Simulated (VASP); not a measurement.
Input of a VASP 6.6.1 run:

INCAR

```
PREC = Accurate ; ENCUT = 600
EDIFF = 1E-6 ; ISMEAR = 0
SIGMA = 0.05 ; LREAL = F
LASPH = T ; NELM = 80
ALGO = Normal ; ISIF = 4
LWAVE = F ; LCHARG = F
GGA = PE ; IBRION = 2
NSW = 60 ; EDIFFG = -0.01
```

Contents of KPOINTS:

```
Automatic mesh
0
Gamma
  8 8 4
```

POSCAR

```
BaTe
1.0
    5.9301405464      0.0000000000      0.0000000000
   -2.9650702732      5.1356523612      0.0000000000
    0.0000000000      0.0000000000      6.9554301645
Ba Te
2 2
Direct
    0.6666666667      0.3333333333      0.0625865676
    0.3333333333      0.6666666667      0.5625865676
    0.6666666667      0.3333333333      0.5626134324
    0.3333333333      0.6666666667      0.0626134324
```

Potentials or basis: VASP PAW PBE potentials, release 64 (Ba_sv, Te).

Launch:

```bash
$ cat potpaw_PBE.64/Ba_sv/POTCAR potpaw_PBE.64/Te/POTCAR > POTCAR
$ mpirun -np 1 vasp_std > vasp.out
```

(1) Predict the band gap on the k mesh.

Answers

(1) 1.89 eV (least direct gap 2.20 eV).

Caveat: spin-orbit coupling is left out, which moves the levels of the heavy elements.
